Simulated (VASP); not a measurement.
# Nb: single point with r2SCAN

Nb:

```
CELL_PARAMETERS angstrom
-1.65278 1.65278 1.65278
1.65278 -1.65278 1.65278
1.65278 1.65278 -1.65278
ATOMIC_POSITIONS crystal
Nb 0.00000 0.00000 0.00000
```

```
Program             : VASP 6.6.1
Task                : single point
Functional          : r2SCAN
Potentials or basis : VASP PAW PBE potentials, release 64 (Nb_sv)
Cutoff              : 550 eV
k mesh              : 11 × 11 × 11
Occupations         : fermi-dirac, width 0.05 eV
Spin                : no spin polarisation
```

```json
{
  "Pressure": "0.2 GPa",
  "Band gap on the k mesh": "zero (an odd number of electrons rules out a gap without spin polarisation)"
}
```

Levels at points of the mesh, in eV from the Fermi level:
```csv
k point,band 3,band 4,band 5,band 6,band 7,band 8,band 9,band 10
"(0.00, 0.00, 0.00)",-30.68,-30.68,-6.25,0.47,0.47,0.47,3.59,3.59
```

Run time: 30 s on 1 thread of Intel(R) Xeon(R) 6975P-C (Granite Rapids), on a shared host, peak memory 0.15 GiB.

Caveat: the PAW data sets were made with another functional, which shifts forces and pressure a little.
